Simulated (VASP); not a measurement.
# BaTiO3 (Pm-3m) in VASP: single point with r2SCAN+U

Aim: the single point of BaTiO3 with r2SCAN+U.

Everything below comes from runs of VASP 6.6.1. Logs are shortened: lines on timing, memory, paths and dates and some standing lists are left out, and cuts for length are marked.

### Step 1. The cell of the first run

It takes space group Pm-3m (No. 221, cubic). The conventional cell has a = 3.983 Å, b = 3.983 Å, c = 3.983 Å, α = 90.00°, β = 90.00°, γ = 90.00°. Within 3.7 Å of Ba (site symmetry m-3m) lie 12 O at 2.82 Å and 8 Ti at 3.45 Å. O (site symmetry 4/mmm) has 2 Ti at 1.99 Å within 2.6 Å. Within 2.6 Å of O (site symmetry 4/mmm) lie 2 Ti at 1.99 Å. Within 2.6 Å of Ti (site symmetry m-3m) lie 6 O at 1.99 Å.

### Step 2. Single point, r2SCAN+U

POSCAR

```
BaTiO3
1.0
    7.9652995500      0.0000000000      0.0000000000
    0.0000000000      3.9826497700      0.0000000000
    0.0000000000      0.0000000000      3.9826497700
Ba O Ti
2 6 2
Direct
    0.0000000000      0.0000000000      0.0000000000
    0.5000000000      0.0000000000      0.0000000000
    0.2500000000      0.5000000000      0.0000000000
    0.7500000000      0.5000000000      0.0000000000
    0.0000000000      0.5000000000      0.5000000000
    0.5000000000      0.5000000000      0.5000000000
    0.2500000000      0.0000000000      0.5000000000
    0.7500000000      0.0000000000      0.5000000000
    0.2500000000      0.5000000000      0.5000000000
    0.7500000000      0.5000000000      0.5000000000
```

INCAR.step1

```
ALGO = Normal ; EDIFF = 1E-4
ENCUT = 520 ; GGA = PE
ISMEAR = -1 ; LASPH = T
LCHARG = F ; LDAU = T
LDAUJ = 0 0 0 ; LDAUL = -1 -1 2
LDAUTYPE = 2 ; LDAUU = 0 0 2.47
LMAXMIX = 4 ; LREAL = F
LWAVE = T ; NBANDS = 51
NELM = 150 ; PREC = Accurate
SIGMA = 0.1
```

INCAR.step2

```
ALGO = Normal ; EDIFF = 1E-7
ENCUT = 520 ; ISIF = 2
ISMEAR = -1 ; ISTART = 1
LASPH = T ; LCHARG = T
LDAU = T ; LDAUJ = 0 0 0
LDAUL = -1 -1 2 ; LDAUPRINT = 1
LDAUTYPE = 2 ; LDAUU = 0 0 2.47
LELF = T ; LMAXMIX = 4
LMIXTAU = T ; LREAL = F
LVHAR = T ; LWAVE = F
METAGGA = R2SCAN ; NBANDS = 51
NELM = 150 ; PREC = Accurate
SIGMA = 0.1
```

KPOINTS

```
k-points
0
Gamma
  4 7 7
```

Potentials or basis: VASP PAW PBE potentials, release 64 (Ba_sv, O, Ti_sv).

The run is started by

```bash
> cat potpaw_PBE.64/Ba_sv/POTCAR potpaw_PBE.64/O/POTCAR potpaw_PBE.64/Ti_sv/POTCAR > POTCAR
> cp INCAR.step1 INCAR
> mpirun -np 1 vasp_std > vasp.out
> cp INCAR.step2 INCAR
> mpirun -np 1 vasp_std > vasp.out
```

OUTCAR:

```text
EDIFF = 1E-7
   ENCUT = 520
   ISIF = 2
   ISMEAR = -1
   ISTART = 1
   LASPH = T
   LREAL = F
   METAGGA = R2SCAN
   NELM = 150
   PREC = Accurate

 ion  position               nearest neighbor table
   1  0.000  0.000  0.000-   5 2.82   5 2.82   5 2.82   5 2.82   8 2.82   4 2.82   7 2.82   8 2.82
                             3 2.82   4 2.82   3 2.82   7 2.82  10 3.45   9 3.45   9 3.45   9 3.45
   2  0.500  0.000  0.000-   6 2.82   6 2.82   6 2.82   6 2.82   8 2.82   4 2.82   7 2.82   8 2.82
                             3 2.82   4 2.82   3 2.82   7 2.82  10 3.45   9 3.45   9 3.45   9 3.45
   3  0.250  0.500  0.000-   9 1.99   9 1.99   1 2.82   2 2.82   1 2.82   2 2.82
   4  0.750  0.500  0.000-  10 1.99  10 1.99   1 2.82   2 2.82   1 2.82   2 2.82
   5  0.000  0.500  0.500-   9 1.99  10 1.99   1 2.82   1 2.82   1 2.82   1 2.82
   6  0.500  0.500  0.500-   9 1.99  10 1.99   2 2.82   2 2.82   2 2.82   2 2.82
   7  0.250  0.000  0.500-   9 1.99   9 1.99   1 2.82   1 2.82   2 2.82   2 2.82
   8  0.750  0.000  0.500-  10 1.99  10 1.99   1 2.82   1 2.82   2 2.82   2 2.82
   9  0.250  0.500  0.500-   3 1.99   7 1.99   3 1.99   7 1.99   6 1.99   5 1.99   1 3.45   2 3.45
                             1 3.45   1 3.45   2 3.45   2 3.45   1 3.45   2 3.45
  10  0.750  0.500  0.500-   4 1.99   8 1.99   4 1.99   8 1.99   6 1.99   5 1.99   1 3.45   2 3.45
                             1 3.45   1 3.45   2 3.45   2 3.45   1 3.45   2 3.45

  LATTYP: Found a simple tetragonal cell.
 ALAT       =     3.9826497700
 C/A-ratio  =     2.0000000025

  Lattice vectors:

 A1 = (   0.0000000000,   3.9826497700,   0.0000000000)
 A2 = (   0.0000000000,   0.0000000000,   3.9826497700)
 A3 = (   7.9652995500,   0.0000000000,   0.0000000000)

Analysis of symmetry for initial positions (statically):
=====================================================================
 Subroutine PRICEL returns following result:

  LATTYP: Found a simple cubic cell.
 ALAT       =     3.9826497750

  Lattice vectors:

 A1 = (   3.9826497750,   0.0000000000,   0.0000000000)
 A2 = (   0.0000000000,   3.9826497700,   0.0000000000)
 A3 = (   0.0000000000,   0.0000000000,   3.9826497700)

   2 primitive cells build up your supercell.

 Routine SETGRP: Setting up the symmetry group for a
 simple tetragonal supercell.

 Subroutine GETGRP returns: Found 16 space group operations
 (whereof 16 operations were pure point group operations)
 out of a pool of 16 trial point group operations.

The static configuration has the point symmetry D_4h.

Analysis of symmetry for dynamics (positions and initial velocities):
=====================================================================
 Subroutine PRICEL returns following result:

  LATTYP: Found a simple cubic cell.
 ALAT       =     3.9826497750

  Lattice vectors:

 A1 = (   3.9826497750,   0.0000000000,   0.0000000000)
 A2 = (   0.0000000000,   3.9826497700,   0.0000000000)
 A3 = (   0.0000000000,   0.0000000000,   3.9826497700)

   2 primitive cells build up your supercell.

 Routine SETGRP: Setting up the symmetry group for a
 simple tetragonal supercell.

 Subroutine GETGRP returns: Found 16 space group operations
 (whereof 16 operations were pure point group operations)
 out of a pool of 16 trial point group operations.

The dynamic configuration has the point symmetry D_4h.

 Subroutine INISYM returns: Found 16 space group operations
 (whereof 16 operations are pure point group operations),
 and found     2 'primitive' translations

----------------------------------------------------------------------------------------

                                     Primitive cell

  volume of cell :      63.1708

[... 108 lines left out ...]
   EFERMI =   0.00;   METHOD = LEGACY
   ISMEAR =    -1;   SIGMA  =   0.10  broadening in eV -4-tet -1-fermi 0-gaus
   EFERMI_NEDOS =   21; number of points for ismear=-14 and -15
   IALGO  =     38    algorithm
   IMIX   =      4    mixing-type and parameters
     AMIX     =   0.40;   BMIX     =  1.00
     AMIX_MAG =   1.60;   BMIX_MAG =  1.00
  volume/ion in A,a.u.               =      12.63        85.26
  Fermi-wavevector in a.u.,A,eV,Ry     =   1.405797  2.656572 26.888733  1.976266
  Thomas-Fermi vector in A             =   2.528222
   LORBIT       =      0    0 simple, 1 ext, 2 COOP (PROOUT), +10 PAW based schemes
 LDA+U is selected, type is set to LDAUTYPE =  2
   angular momentum for each species LDAUL =    -1   -1    2
   U (eV)           for each species LDAUU =   0.0  0.0  2.5
   J (eV)           for each species LDAUJ =   0.0  0.0  0.0
   METAGGA = R2SCAN    functional components
   LHFCALC =     F    Hartree Fock is set to
   AEXX    =    0.0000 exact exchange contribution
   IVDW    =     0    specifies the selected vdW correction
   LEPSILON=     F    determine dielectric tensor
   LRPA    =     F    only Hartree local field effects (RPA)
 non-spin polarized calculation
  energy-cutoff  :      520.00
  volume of cell :      126.34
 maximum number of plane-waves:      3434
 NGX is ok and might be reduce to    60
   NGX = 29   NGY = 15   NGZ = 15

atom =   9  type =  3  l = 2

 onsite density matrix

spin component  1

  0.1028  0.0000  0.0000 -0.0000  0.0000
  0.0000  0.1028  0.0000  0.0000 -0.0000
  0.0000  0.0000  0.2408 -0.0000 -0.0000
 -0.0000  0.0000 -0.0000  0.1028  0.0000
  0.0000 -0.0000 -0.0000  0.0000  0.2408

spin component  2

  0.1028  0.0000  0.0000 -0.0000  0.0000
  0.0000  0.1028  0.0000  0.0000 -0.0000
  0.0000  0.0000  0.2408 -0.0000 -0.0000
 -0.0000  0.0000 -0.0000  0.1028  0.0000
  0.0000 -0.0000 -0.0000  0.0000  0.2408

 occupancies and eigenvectors

  o =  0.1028  v =  0.0000 -0.0000  0.0000 -1.0000 -0.0000  0.0000  0.0000  0.0000  0.0000  0.0000      0.0000  0.0000  0.0000  0.0000  0.0000  0.0000  0.0000  0.0000  0.0000  0.0000
  o =  0.1028  v =  0.0000  0.0000  0.0000  0.0000  0.0000  0.0000 -0.0000  0.0000 -1.0000 -0.0000      0.0000  0.0000  0.0000  0.0000  0.0000  0.0000  0.0000  0.0000  0.0000  0.0000
  o =  0.1028  v =  1.0000  0.0000  0.0000  0.0000  0.0000  0.0000  0.0000  0.0000  0.0000  0.0000      0.0000  0.0000  0.0000  0.0000  0.0000  0.0000  0.0000  0.0000  0.0000  0.0000
  o =  0.1028  v =  0.0000  0.0000  0.0000  0.0000  0.0000  1.0000  0.0000  0.0000  0.0000  0.0000      0.0000  0.0000  0.0000  0.0000  0.0000  0.0000  0.0000  0.0000  0.0000  0.0000
  o =  0.1028  v =  0.0000  1.0000 -0.0000 -0.0000  0.0000  0.0000  0.0000  0.0000  0.0000  0.0000      0.0000  0.0000  0.0000  0.0000  0.0000  0.0000  0.0000  0.0000  0.0000  0.0000
  o =  0.1028  v =  0.0000  0.0000  0.0000  0.0000  0.0000  0.0000  1.0000 -0.0000 -0.0000  0.0000      0.0000  0.0000  0.0000  0.0000  0.0000  0.0000  0.0000  0.0000  0.0000  0.0000
  o =  0.2408  v =  0.0000  0.0000  0.0000  0.0000  0.0000  0.0000  0.0000  0.8660  0.0000  0.5000      0.0000  0.0000  0.0000  0.0000  0.0000  0.0000  0.0000  0.0000  0.0000  0.0000
  o =  0.2408  v =  0.0000  0.0000  0.8660  0.0000  0.5000  0.0000  0.0000  0.0000  0.0000  0.0000      0.0000  0.0000  0.0000  0.0000  0.0000  0.0000  0.0000  0.0000  0.0000  0.0000
  o =  0.2408  v =  0.0000  0.0000  0.5000  0.0000 -0.8660  0.0000  0.0000  0.0000  0.0000  0.0000      0.0000  0.0000  0.0000  0.0000  0.0000  0.0000  0.0000  0.0000  0.0000  0.0000
  o =  0.2408  v =  0.0000  0.0000  0.0000  0.0000  0.0000  0.0000  0.0000  0.5000  0.0000 -0.8660      0.0000  0.0000  0.0000  0.0000  0.0000  0.0000  0.0000  0.0000  0.0000  0.0000

atom =  10  type =  3  l = 2

 onsite density matrix

spin component  1

  0.1028 -0.0000 -0.0000 -0.0000  0.0000
 -0.0000  0.1028  0.0000  0.0000 -0.0000
 -0.0000  0.0000  0.2408  0.0000 -0.0000
 -0.0000  0.0000  0.0000  0.1028  0.0000
  0.0000 -0.0000 -0.0000  0.0000  0.2408

spin component  2

  0.1028 -0.0000 -0.0000 -0.0000  0.0000
 -0.0000  0.1028  0.0000  0.0000 -0.0000
 -0.0000  0.0000  0.2408  0.0000 -0.0000
 -0.0000  0.0000  0.0000  0.1028  0.0000
  0.0000 -0.0000 -0.0000  0.0000  0.2408

 occupancies and eigenvectors

  o =  0.1028  v =  1.0000  0.0000  0.0000  0.0000  0.0000  0.0000  0.0000  0.0000  0.0000  0.0000      0.0000  0.0000  0.0000  0.0000  0.0000  0.0000  0.0000  0.0000  0.0000  0.0000
  o =  0.1028  v =  0.0000  0.0000  0.0000  0.0000  0.0000  1.0000  0.0000  0.0000  0.0000  0.0000      0.0000  0.0000  0.0000  0.0000  0.0000  0.0000  0.0000  0.0000  0.0000  0.0000
  o =  0.1028  v =  0.0000  0.0000  0.0000 -1.0000  0.0000  0.0000  0.0000  0.0000  0.0000  0.0000      0.0000  0.0000  0.0000  0.0000  0.0000  0.0000  0.0000  0.0000  0.0000  0.0000
  o =  0.1028  v =  0.0000  0.0000  0.0000  0.0000  0.0000  0.0000  0.0000  0.0000 -1.0000  0.0000      0.0000  0.0000  0.0000  0.0000  0.0000  0.0000  0.0000  0.0000  0.0000  0.0000
  o =  0.1028  v =  0.0000  0.0000  0.0000  0.0000  0.0000  0.0000 -1.0000 -0.0000 -0.0000  0.0000      0.0000  0.0000  0.0000  0.0000  0.0000  0.0000  0.0000  0.0000  0.0000  0.0000
  o =  0.1028  v =  0.0000 -1.0000 -0.0000 -0.0000  0.0000  0.0000  0.0000  0.0000  0.0000  0.0000      0.0000  0.0000  0.0000  0.0000  0.0000  0.0000  0.0000  0.0000  0.0000  0.0000
  o =  0.2408  v =  0.0000  0.0000  0.0000  0.0000  0.0000  0.0000 -0.0000  0.8660  0.0000  0.5000      0.0000  0.0000  0.0000  0.0000  0.0000  0.0000  0.0000  0.0000  0.0000  0.0000
  o =  0.2408  v =  0.0000 -0.0000  0.8660  0.0000  0.5000  0.0000  0.0000  0.0000  0.0000  0.0000      0.0000  0.0000  0.0000  0.0000  0.0000  0.0000  0.0000  0.0000  0.0000  0.0000
  o =  0.2408  v =  0.0000  0.0000  0.0000  0.0000  0.0000  0.0000 -0.0000  0.5000 -0.0000 -0.8660      0.0000  0.0000  0.0000  0.0000  0.0000  0.0000  0.0000  0.0000  0.0000  0.0000
  o =  0.2408  v =  0.0000 -0.0000  0.5000 -0.0000 -0.8660  0.0000  0.0000  0.0000  0.0000  0.0000      0.0000  0.0000  0.0000  0.0000  0.0000  0.0000  0.0000  0.0000  0.0000  0.0000

 number of electron      79.9999953 magnetization

 Free energy of the ion-electron system (eV)
  ---------------------------------------------------
  ext. energy  EPLUGINS =         0.00000000
  ---------------------------------------------------
  free energy    TOTEN  =      -145.18581881 eV

  energy without entropy =     -145.18581640  energy(sigma->0) =     -145.18581760

 E-fermi :   5.0229     XC(G=0): -12.0077

 val. band max:        3.6953376977   @ k =   0.0000   0.4286   0.4286
 cond. band min:       6.2221657760   @ k =   0.0000   0.0000   0.0000
 fundamental gap:      2.5268280783
 Fermi energy:         5.0228802151

 k-point     1 :       0.0000    0.0000    0.0000
  band No.  band energies     occupation
      1     -55.7322      2.00000
      2     -55.7310      2.00000
      3     -30.9243      2.00000
      4     -30.8673      2.00000
      5     -30.8673      2.00000
      6     -30.8673      2.00000
[... 1285 lines left out ...]
     50      10.5134      0.00000
     51      12.0668      0.00000

 [... further k-points ...]

------------------------ aborting loop because EDIFF is reached ----------------------------------------

  FORCE on cell =-STRESS in cart. coord.  units (eV):
  Direction    XX          YY          ZZ          XY          YZ          ZX
  --------------------------------------------------------------------------------------
  -------------------------------------------------------------------------------------
  Total        4.5075692      4.5076086      4.5076086      0.0000000      0.0000000      0.0000000
  in kB       57.1618976     57.1623970     57.1623970      0.0000000      0.0000000      0.0000000
  external PRESSURE =      57.1622306 kB  Pullay stress =       0.0000000 kB

 VOLUME and BASIS-vectors are now :
 -----------------------------------------------------------------------------
  energy-cutoff  :      520.00
  volume of cell :      126.34
      direct lattice vectors                 reciprocal lattice vectors
     7.965299550  0.000000000  0.000000000     0.125544557  0.000000000  0.000000000
     0.000000000  3.982649770  0.000000000     0.000000000  0.251089113  0.000000000
     0.000000000  0.000000000  3.982649770     0.000000000  0.000000000  0.251089113

 POSITION                                       TOTAL-FORCE (eV/Angst)
 -----------------------------------------------------------------------------------
      0.00000      0.00000      0.00000        -0.000000      0.000000     -0.000000
      3.98265      0.00000      0.00000        -0.000000      0.000000     -0.000000
      1.99132      1.99132      0.00000        -0.000000      0.000000     -0.000000
      5.97397      1.99132      0.00000        -0.000000     -0.000000     -0.000000
      0.00000      1.99132      1.99132        -0.000000      0.000000     -0.000000
      3.98265      1.99132      1.99132        -0.000000     -0.000000     -0.000000
      1.99132      0.00000      1.99132        -0.000000      0.000000     -0.000000
      5.97397      0.00000      1.99132        -0.000000      0.000000     -0.000000
      1.99132      1.99132      1.99132        -0.000000      0.000000      0.000000
      5.97397      1.99132      1.99132         0.000000     -0.000000     -0.000000
 -----------------------------------------------------------------------------------
    total drift:                                0.000000     -0.000000     -0.000000

  FREE ENERGIE OF THE ION-ELECTRON SYSTEM (eV)
  ---------------------------------------------------
  free  energy   TOTEN  =      -145.1858188083 eV

  energy  without entropy=     -145.1858164015  energy(sigma->0) =     -145.18581760
```

Wall time 7 min (1 thread of Intel Xeon 6975P-C (Granite Rapids), shared host); peak memory 0.33 GiB.

What came out:

| Property | Result |
| --- | --- |
| Free energy | -145.1858 eV |
| Pressure | 5.7 GPa |
| Band gap on the k mesh | 2.53 eV |

Levels at points of the mesh, in eV from the valence-band top:
```tsv
k point	band 38	band 39	band 40	band 41	band 42	band 43
(0.00, 0.00, 0.00)	-0.13	-0.13	-0.13	2.53	2.53	2.53
(0.50, 0.00, 0.00)	-0.47	-0.47	-0.47	2.61	2.61	3.46
```

Eigenvalues of the final occupation matrices:
| site | spin | trace | eigenvalues |
| --- | --- | --- | --- |
| site 9 d | 1 | 0.79 | 0.10 0.10 0.10 0.24 0.24 |
| site 9 d | 2 | 0.79 | 0.10 0.10 0.10 0.24 0.24 |
| site 10 d | 1 | 0.79 | 0.10 0.10 0.10 0.24 0.24 |
| site 10 d | 2 | 0.79 | 0.10 0.10 0.10 0.24 0.24 |

Caveat: the cell stands under pressure; the PAW data sets were made with another functional, which shifts forces and pressure a little; spin-orbit coupling is left out, which moves the levels of the heavy elements; an odd mesh through Γ misses points on the zone boundary, where band edges can lie.
